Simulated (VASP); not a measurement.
Mo: single point with PBE

Mo:

```
CELL_PARAMETERS angstrom
0.15753 2.01904 1.91183
2.12473 -0.02640 2.09576
2.02995 2.10820 0.06838
ATOMIC_POSITIONS crystal
Mo 0.00000 0.00000 0.00000
```

```
Program                : VASP 6.6.1
Task                   : single point
Functional             : PBE
Potentials or basis    : VASP PAW PBE potentials, release 64 (Mo_sv)
Cutoff                 : 520 eV
k mesh                 : 14 × 12 × 13
Occupations            : fermi-dirac, width 0.05 eV
Spin                   : no spin polarisation
Dipole correction      : no
Further INCAR settings : ALGO = Fast; EDIFF = 1e-06; NBANDS = 13
```

| Property | Result |
| --- | --- |
| Pressure | -0.8 GPa |
| Band gap on the k mesh | zero (bands 7 and 8 overlap by 3.94 eV) |

Stress tensor (GPa, compression positive):
```
-0.77  2.77 -1.53
 2.77  2.67 -0.67
-1.53 -0.67 -4.24
```

Levels at points of the mesh, in eV from the Fermi level:
| k point | band 4 | band 5 | band 6 | band 7 | band 8 | band 9 | band 10 | band 11 |
| --- | --- | --- | --- | --- | --- | --- | --- | --- |
| (0.00, 0.00, 0.00) | -34.13 | -6.88 | -1.85 | -1.71 | 0.51 | 1.51 | 2.28 | 12.81 |
| (0.50, 0.00, 0.00) | -34.63 | -4.84 | -1.72 | -1.24 | 2.51 | 3.52 | 4.56 | 11.88 |
| (0.00, 0.50, 0.00) | -34.24 | -4.76 | -2.10 | 0.41 | 0.56 | 3.09 | 3.87 | 9.64 |
| (0.50, 0.50, 0.00) | -34.73 | -5.11 | -4.46 | 3.12 | 3.88 | 4.28 | 4.92 | 11.26 |

It took 72 s on 1 thread of Intel(R) Xeon(R) 6975P-C (Granite Rapids) (shared host), peak memory 0.32 GiB.

Caveat: the stress differs along the axes, from -4 to 3 GPa.
